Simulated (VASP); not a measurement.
Au, 2 atoms in the cell. The structure is orthorhombic, space group Cmcm (No. 63). The conventional cell has a = 2.823 Å, b = 5.112 Å, c = 4.893 Å, α = 90.00°, β = 90.00°, γ = 90.00°. Within 3.7 Å of Au (site symmetry m2m) lie 12 Au at 2.82 to 2.97 Å. 

```yaml
Program: VASP 6.6.1
Task: single point
Functional: PBEsol
Potentials_or_basis: VASP PAW PBE potentials, release 64 (Au)
Cutoff: 520 eV
k_mesh: 12 × 12 × 6
Occupations: fermi-dirac, width 0.05 eV
Spin: no spin polarisation
Dipole_correction: no
Further_INCAR_settings: ALGO = Normal; EDIFF = 1e-07; NBANDS = 18
```

Potentials or basis: VASP PAW PBE potentials, release 64 (Au).

Launch:

```console
$ cat potpaw_PBE.64/Au/POTCAR > POTCAR
$ mpirun -np 1 vasp_std > vasp.out
```

Hardware: 1 thread of AMD EPYC 7R13, with other jobs on the host.

Estimate the wall time of this run.

It took 2.9 min on 1 thread of AMD EPYC 7R13, with other jobs on the host, peak memory 0.19 GiB. Counts: scf iterations 12, k points 172.
